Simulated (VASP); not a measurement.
Wanted: the native input for a VASP 6.6.1 run.

```yaml
Task: single point
Functional: PBE
Potentials_or_basis: VASP PAW PBE potentials, release 64 (Te)
Cutoff: 500 eV
k_mesh: 8 × 8 × 4
Occupations: gaussian, width 0.05 eV
Spin: non-collinear spin, zero start, spin-orbit coupling
Starting_moments: "[[0.0, 0.0, 0.0], [0.0, 0.0, 0.0], [0.0, 0.0, 0.0]] μB"
Dipole_correction: no
Further_INCAR_settings: ALGO = Normal; EDIFF = 1e-06; NBANDS = 31
```

The structure of Te lies in POSCAR:

```
Te
1.0
    4.4411075167      0.0000000000      0.0000000000
   -2.2205537583      3.8461119304      0.0000000000
    0.0000000000      0.0000000000      5.9670932771
Te
3
Direct
    0.2735482655      0.0000000000      0.8333333333
    0.0000000000      0.2735482655      0.1666666667
    0.7264517345      0.7264517345      0.5000000000
```

These files were run (other wordings do the same):

INCAR

```
SYSTEM = Te
PREC = Accurate
ENCUT = 500
EDIFF = 1E-6
ISMEAR = 0
SIGMA = 0.05
LREAL = .False.
LASPH = .True.
NELM = 200
ALGO = Normal
ISIF = 2
LWAVE = .False.
LCHARG = .False.
MAGMOM = 0 0 0 0 0 0 0 0 0
LORBIT = 11
LSORBIT = .True.
GGA_COMPAT = .False.
LORBMOM = .True.
GGA = PE
NBANDS = 31
```

KPOINTS

```
Automatic mesh
0
Gamma
  8 8 4
  0 0 0
```

Potentials or basis: VASP PAW PBE potentials, release 64 (Te).

Command:

```sh
$ cat potpaw_PBE.64/Te/POTCAR > POTCAR
$ mpirun -np 1 vasp_ncl > vasp.out
```

It gave:

```json
{
  "Pressure": "1.1 GPa",
  "Largest force": "0.057 eV/Å",
  "Net moment": "0.00 μB per cell",
  "Valence electrons inside the program's atomic spheres": "Te 3.29"
}
```

It took 8.6 min on 1 thread of Intel Xeon 8259CL, with other jobs on the host, peak memory 0.51 GiB.
